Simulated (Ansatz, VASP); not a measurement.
**SiC3: VASP beside Ansatz**

```xyz
8
Lattice="1.3716 -2.3696 -0.0294 -3.7774 -2.1867 0.0146 0.0662 -0.0631 -9.6904" Properties=species:S:1:pos:R:3 pbc="T T T"
Si   -2.4128   -1.4260   -4.5594
Si    0.1572   -1.5134   -5.1255
C    -2.4693   -3.0360   -0.0060
C    -1.2665   -0.7579   -0.0002
C    -2.4724   -3.0499   -3.9605
C    -1.2841   -0.7584   -5.7188
C    -2.5302   -1.4895    0.0062
C     0.0443   -1.5809   -0.0172
```

Change from the starting cell: cell x2, atoms moved at random (sigma 0.05 Å) and cell strained at random (1.5 %), then relaxed without symmetry.

Alike in both runs: functional PBE; k mesh 8 × 4 × 4; occupations gaussian, width 0.2 eV; no spin polarisation.

Ansatz relaxed the structure, and its values are those at the end. VASP's run is a single point on that final structure, the one shown.

|  | VASP | Ansatz |
| --- | --- | --- |
| version | VASP 6.6.1 | Ansatz 0.2.0 |
| potentials or method | VASP PAW PBE potentials, release 64 (Si, C), cutoff 520 eV | scalar-relativistic, plane waves, PAW |
| valence electrons in the cell | 32 | 32 |

|  | VASP | Ansatz | Ansatz less VASP |
| --- | --- | --- | --- |
| gap on the k mesh at the Fermi level (eV) | 0.76 | 0.76 | +0.002 |
| least direct gap on the mesh (eV) | 0.76 | 0.76 | +0.002 |
| pressure (GPa) | 0.1 | 0.0 | -0.07 |
| rms of the force components (eV/Å) | 0.009 | 0.001 | -0.0071 |

With one functional, cell and mesh, what is left measures potentials, basis and numerics.
